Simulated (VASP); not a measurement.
# BAs (gw) (I-4m2) in VASP: G0W0 quasiparticle levels with PBEsol

Aim: the G0W0 quasiparticle levels of BAs (gw) with PBEsol.

Program: VASP 6.6.1. These are calculated values, not measurements. Logs are shortened: lines on timing, memory, paths and dates and some standing lists are left out, and cuts for length are marked.

## (1) The cell of the first run

It takes space group I-4m2 (No. 119, tetragonal). Conventional cell: a = 3.405 Å, b = 3.405 Å, c = 4.743 Å, α = 90.00°, β = 90.00°, γ = 90.00°. Within 2.7 Å of B (site symmetry -4m2) lie 4 As at 2.07 Å. As (site symmetry -4m2) has 4 B at 2.07 Å within 2.7 Å.

## (2) G0W0 quasiparticle levels, PBEsol

POSCAR

```
BAs
1.0
    0.0000000000      2.4077081066      2.3714733725
    2.4077081066      0.0000000000      2.3714733725
    2.4077081066      2.4077081066      0.0000000000
B As
1 1
Direct
    0.0000000000      0.0000000000      0.0000000000
    0.2500000000      0.2500000000      0.2500000000
```

INCAR.step1

```
ALGO     = Normal         # electronic algorithm
EDIFF    = 1E-8           # SCF threshold, eV
ENCUT    = 500            # plane-wave cutoff, eV
GGA      = PS             # functional
ISMEAR   = 0              # smearing method
LASPH    = T              # aspherical terms in the spheres
LCHARG   = F              # write CHGCAR
LREAL    = F              # projectors in reciprocal space
LWAVE    = T              # write WAVECAR
NELM     = 80             # most SCF steps
PREC     = Accurate       # precision mode
SIGMA    = 0.01           # smearing width, eV
```

INCAR.step2

```
ALGO     = Exact          # electronic algorithm
EDIFF    = 1E-8           # SCF threshold, eV
ENCUT    = 500            # plane-wave cutoff, eV
GGA      = PS             # functional
ISMEAR   = 0              # smearing method
ISTART   = 1            
LASPH    = T              # aspherical terms in the spheres
LCHARG   = F              # write CHGCAR
LOPTICS  = T              # frequency-dependent dielectric function
LREAL    = F              # projectors in reciprocal space
LWAVE    = T              # write WAVECAR
NBANDS   = 66             # bands
NELM     = 1              # most SCF steps
PREC     = Accurate       # precision mode
SIGMA    = 0.01           # smearing width, eV
```

INCAR.step3

```
ALGO     = EVGW0          # electronic algorithm
EDIFF    = 1E-8           # SCF threshold, eV
ENCUT    = 500            # plane-wave cutoff, eV
ENCUTGW  = 100.0          # cutoff of the response function
GGA      = PS             # functional
ISMEAR   = 0              # smearing method
ISTART   = 1            
LASPH    = T              # aspherical terms in the spheres
LCHARG   = F              # write CHGCAR
LREAL    = F              # projectors in reciprocal space
LWAVE    = F              # write WAVECAR
NBANDS   = 66             # bands
NBANDSGW = 12           
NELMGW   = 1            
NOMEGA   = 48             # frequency points
PREC     = Accurate       # precision mode
PRECFOCK = Fast         
SIGMA    = 0.01           # smearing width, eV
```

KPOINTS

```
k-points
0
Gamma
  4 4 4
```

Potentials or basis: VASP PAW PBE potentials, release 64 (B_GW, As_GW).

Started as:

```
cat potpaw_PBE.64/B_GW/POTCAR potpaw_PBE.64/As_GW/POTCAR > POTCAR
cp INCAR.step1 INCAR
mpirun -np 1 vasp_std > vasp.out
cp INCAR.step2 INCAR
mpirun -np 1 vasp_std > vasp.out
cp INCAR.step3 INCAR
mpirun -np 1 vasp_std > vasp.out
```

OUTCAR:

```text
EDIFF = 1E-8
   ENCUT = 500
   ENCUTGW = 100.0
   GGA = PS
   ISMEAR = 0
   ISTART = 1
   LASPH = T
   LREAL = F
   NELMGW = 1
   PREC = Accurate
   PRECFOCK = Fast

 ion  position               nearest neighbor table
   1  0.000  0.000  0.000-   2 2.07   2 2.07   2 2.07   2 2.07
   2  0.250  0.250  0.250-   1 2.07   1 2.07   1 2.07   1 2.07

  LATTYP: Found a body centered tetragonal cell.
 ALAT       =     3.4050134586
 C/A-ratio  =     1.3929303959

  Lattice vectors:

 A1 = (   0.0000000000,  -2.4077081066,  -2.3714733725)
 A2 = (   0.0000000000,   2.4077081066,  -2.3714733725)
 A3 = (   2.4077081066,   0.0000000000,   2.3714733725)

Analysis of symmetry for initial positions (statically):
=====================================================================
 Subroutine PRICEL returns:
 Original cell was already a primitive cell.

 Routine SETGRP: Setting up the symmetry group for a
 body centered tetragonal supercell.

 Subroutine GETGRP returns: Found  8 space group operations
 (whereof  8 operations were pure point group operations)
 out of a pool of 16 trial point group operations.

The static configuration has the point symmetry D_2d.

Analysis of symmetry for dynamics (positions and initial velocities):
=====================================================================
 Subroutine PRICEL returns:
 Original cell was already a primitive cell.

 Routine SETGRP: Setting up the symmetry group for a
 body centered tetragonal supercell.

 Subroutine GETGRP returns: Found  8 space group operations
 (whereof  8 operations were pure point group operations)
 out of a pool of 16 trial point group operations.

The dynamic configuration has the point symmetry D_2d.

 Subroutine INISYM returns: Found  8 space group operations
 (whereof  8 operations are pure point group operations),
 and found     1 'primitive' translations

----------------------------------------------------------------------------------------

                                     Primitive cell

  volume of cell :      27.4951

  direct lattice vectors                    reciprocal lattice vectors
     0.000000000  2.407708107  2.371473373    -0.207666369  0.207666369  0.210839390
     2.407708107  0.000000000  2.371473373     0.207666369 -0.207666369  0.210839390
     2.407708107  2.407708107  0.000000000     0.207666369  0.207666369 -0.210839390

  length of vectors
     3.379488761  3.379488761  3.405013459     0.361529930  0.361529930  0.361529930

  position of ions in fractional coordinates (direct lattice)
     0.000000000  0.000000000  0.000000000
     0.250000000  0.250000000  0.250000000

  ion indices of the primitive-cell ions
   primitive index   ion index
                 1           1
                 2           2

----------------------------------------------------------------------------------------

 KPOINTS: k-points

Automatic generation of k-mesh.
 Grid dimensions read from file:
 generate k-points for:    4    4    4

 Generating k-lattice:

  Cartesian coordinates                     Fractional coordinates (reciprocal lattice)
    -0.051916592  0.051916592  0.052709848     0.250000000  0.000000000  0.000000000
     0.051916592 -0.051916592  0.052709848     0.000000000  0.250000000  0.000000000
     0.051916592  0.051916592 -0.052709848     0.000000000  0.000000000  0.250000000

  Length of vectors
     0.090382482  0.090382482  0.090382482

  Shift w.r.t. Gamma in fractional coordinates (k-lattice)
     0.000000000  0.000000000  0.000000000

 Subroutine IBZKPT returns following result:
 ===========================================

 Found     13 irreducible k-points:

 Following reciprocal coordinates:
            Coordinates               Weight
  0.000000  0.000000  0.000000      1.000000
  0.250000 -0.000000  0.000000      8.000000
  0.500000 -0.000000  0.000000      4.000000
  0.250000  0.250000  0.000000      2.000000
  0.500000  0.250000  0.000000      8.000000
 -0.250000  0.250000  0.000000      4.000000
  0.500000  0.500000  0.000000      1.000000
  0.250000  0.000000  0.250000      4.000000
  0.500000 -0.000000  0.250000     16.000000
 -0.250000  0.000000  0.250000      8.000000
 -0.250000  0.500000  0.250000      4.000000
  0.500000  0.000000  0.500000      2.000000
 -0.250000  0.250000  0.500000      2.000000
   k-points           NKPTS =     13   k-points in BZ     NKDIM =     64   number of bands    NBANDS=     66
   number of dos      NEDOS =    301   number of ions     NIONS =      2
   total plane-waves  NPLWV =  21952
   dimension x,y,z NGX =    28 NGY =   28 NGZ =   28
   dimension x,y,z NGXF=    56 NGYF=   56 NGZF=   56
   ions per type =               1   1
   NGX,Y,Z   is equivalent  to a cutoff of  13.77, 13.77, 13.67 a.u.
   NGXF,Y,Z  is equivalent  to a cutoff of  27.55, 27.55, 27.34 a.u.
 SYSTEM =  unknown system
   PREC   = accura    normal or accurate (medium, high low for compatibility)
   ISTART =      1    job   : 0-new  1-cont  2-samecut
   ICHARG =      0    charge: 1-file 2-atom 10-const
   ISPIN  =      1    spin polarized calculation?
   LNONCOLLINEAR =      F non collinear calculations
   LSORBIT =      F    spin-orbit coupling
   LASPH  =      T    aspherical Exc in radial PAW
   ENCUT  =  500.0 eV  36.75 Ry    6.06 a.u.   6.16  6.16  6.21*2*pi/ulx,y,z
   NELM   =     60;   NELMIN=  2; NELMDL=  0     # of ELM steps
   EDIFF  = 0.1E-07   stopping-criterion for ELM
   LREAL  =      F    real-space projection
   EDIFFG = 0.1E-06   stopping-criterion for IOM
   NSW    =      0    number of steps for IOM
   IBRION =     -1    ionic relax: 0-MD 1-quasi-New 2-CG
   NFREE  =      0    steps in history (QN), initial steepest desc. (CG)
   ISIF   =      0    stress and relaxation
   ISYM   =      3    0-nonsym 1-usesym 2-fastsym
   POTIM  = 0.5000    time-step for ionic-motion
   TEBEG  =    0.0;   TEEND  =   0.0 temperature during run
   PSTRESS=    0.0 pullay stress
   NELECT =       8.0000    total number of electrons
   NUPDOWN=      -1.0000    fix difference up-down
   EMIN   =  10.00;   EMAX   =-10.00  energy-range for DOS
   EFERMI =   0.00;   METHOD = LEGACY
   ISMEAR =     0;   SIGMA  =   0.01  broadening in eV -4-tet -1-fermi 0-gaus
   EFERMI_NEDOS =   21; number of points for ismear=-14 and -15
   IALGO  =     38    algorithm
   IMIX   =      4    mixing-type and parameters
     AMIX     =   0.40;   BMIX     =  1.00
     AMIX_MAG =   1.60;   BMIX_MAG =  1.00
  volume/ion in A,a.u.               =      13.75        92.77
  Fermi-wavevector in a.u.,A,eV,Ry     =   1.084808  2.049990 16.011448  1.176808
  Thomas-Fermi vector in A             =   2.220907
   LORBIT       =      0    0 simple, 1 ext, 2 COOP (PROOUT), +10 PAW based schemes
   GGA     = PS    functional components
   LHFCALC =     T    Hartree Fock is set to
   PRECFOCK=fast      Normal, Fast or Accurate (Low or Medium for compatibility)
   ENCUT4O =  -1.0   cutoff for four orbital integrals eV
   NKREDX  =     1    reduce k-point grid by
   NKREDY  =     1    reduce k-point grid by
   NKREDZ  =     1    reduce k-point grid by
   AEXX    =    1.0000 exact exchange contribution
   HFSCREEN=    0.0000 screening length (either q_TF or 0.3 A-1)
   HFSCREENC=   0.0000 screening length for correlation (either q_TF or 0.3 A-1)
   ENCUTFOCK=  -1.0 apply spherical cutoff to Coloumb kernel
   IVDW    =     0    specifies the selected vdW correction
   LEPSILON=     F    determine dielectric tensor
   LRPA    =     F    only Hartree local field effects (RPA)
   LRPAFORCE           =     F    calculate RPA forces
   ENCUTGW             = 100.0    cutoff for response function in eV
   ENCUTGWSOFT         =  80.0    soft cutoff for Coulomb kernel in GW response function in eV
   ENCUTLF             =  -1.0    cutoff for local field effects
   NELMGW              =     1    number of iterations in solving QP/BSE equation
   NELMHF              =     1    number of iterations in the inner HF iteration
   NKREDLFX            =     1    NKREDLFY  =   1   NKREDLFZ  =   1
 non-spin polarized calculation
 Gauss-broadening in eV      SIGMA  =   0.01
  energy-cutoff  :      500.00
  volume of cell :       27.50
 maximum number of plane-waves:       709
 NGX is ok and might be reduce to    28
  NGX = 14; NGY = 14; NGZ = 14
   NGX = 13   NGY = 13   NGZ = 13
 maximum number of plane-waves:        70
 NGX is ok and might be reduce to    14

 QP shifts <psi_nk| G(iteration)W_0 |psi_nk>: iteration 1
 for sc-GW calculations column KS-energies equals QP-energies in previous step
 and V_xc(KS)=  KS-energies - (<T + V_ion + V_H > + <T+V_H+V_ion>^1  + <V_x>^1)

 k-point   1 :       0.0000    0.0000    0.0000
  band No.  KS-energies  QP-energies   sigma(KS)   V_xc(KS)     V^pw_x(r,r')   Z            occupation Imag(sigma)

      1      -9.3494      -9.9658     -12.5747     -11.7129     -19.5212       0.7152       2.0000       1.2612
      2       5.9751       5.6800     -12.9674     -12.5924     -14.2603       0.7870       2.0000       0.0765
      3       5.9751       5.6800     -12.9674     -12.5924     -14.2603       0.7870       2.0000       0.0765
      4       6.1186       5.8237     -12.9384     -12.5640     -14.2004       0.7877       2.0000       0.0757
      5       9.1727       9.6590     -10.8362     -11.4561      -6.5868       0.7844       0.0000      -0.0814
      6       9.2693       9.7516     -10.8276     -11.4433      -6.5535       0.7833       0.0000      -0.0810
      7       9.2693       9.7516     -10.8276     -11.4433      -6.5535       0.7833       0.0000      -0.0810
      8      10.5680      11.3037     -11.6192     -12.5883      -6.4356       0.7591       0.0000      -0.1205
      9      15.3005      15.6047      -8.8267      -9.2138      -3.0552       0.7859       0.0000      -0.2857
     10      18.6895      18.9005     -10.1861     -10.4584      -4.3696       0.7747       0.0000      -0.3304
     11      19.0897      19.2973     -10.1938     -10.4604      -4.3143       0.7785       0.0000      -0.3613
     12      20.0129      20.2203      -8.9367      -9.1997      -2.4989       0.7886       0.0000      -0.5497

 k-point   2 :       0.2500   -0.0000    0.0000
  band No.  KS-energies  QP-energies   sigma(KS)   V_xc(KS)     V^pw_x(r,r')   Z            occupation Imag(sigma)
[... 177 lines left out ...]
      1      -5.0650      -5.4151     -12.9045     -12.4275     -18.2429       0.7338       2.0000       0.6414
      2      -2.0146      -2.6744     -12.9897     -12.0830     -17.4505       0.7277       2.0000       0.3915
      3       0.5132       0.0080     -11.8318     -11.1686     -14.6036       0.7619       2.0000       0.1633
      4       0.7934       0.2865     -11.9134     -11.2465     -14.5968       0.7601       2.0000       0.1529
      5      11.3039      11.6371     -10.3017     -10.7304      -5.2861       0.7773       0.0000      -0.1257
      6      12.0094      12.7042     -11.1225     -12.0375      -5.6126       0.7594       0.0000      -0.1584
      7      12.8256      13.1475      -9.8439     -10.2519      -4.8936       0.7887       0.0000      -0.1499
      8      13.1577      13.6155     -10.8864     -11.4870      -5.3395       0.7622       0.0000      -0.1981
      9      17.9853      18.5136     -11.1416     -11.8519      -4.2362       0.7437       0.0000      -0.4794
     10      21.1393      21.7238     -11.0880     -11.8641      -4.2258       0.7531       0.0000      -0.7111
     11      21.4083      21.7181     -10.1689     -10.5779      -3.3185       0.7575       0.0000      -0.6388
     12      24.4620      24.9949     -10.3206     -11.0201      -3.4142       0.7618       0.0000      -0.9066
```

Wall time 1.9 min (1 thread of AMD EPYC 7R13, shared host); peak memory 0.28 GiB.

What came out:

| Quantity | Value |
| --- | --- |
| Band gap on the k mesh, mean-field level | 1.08 eV, indirect (least direct gap 3.05 eV) |
| Quasiparticle gap | 1.68 eV |
| Least direct quasiparticle gap | 3.84 eV |

Caveat: the k points lie up to 0.57 Å⁻¹ apart; bands, screening cutoff and mesh are small and nothing is extrapolated, so the quasiparticle values aren't converged.
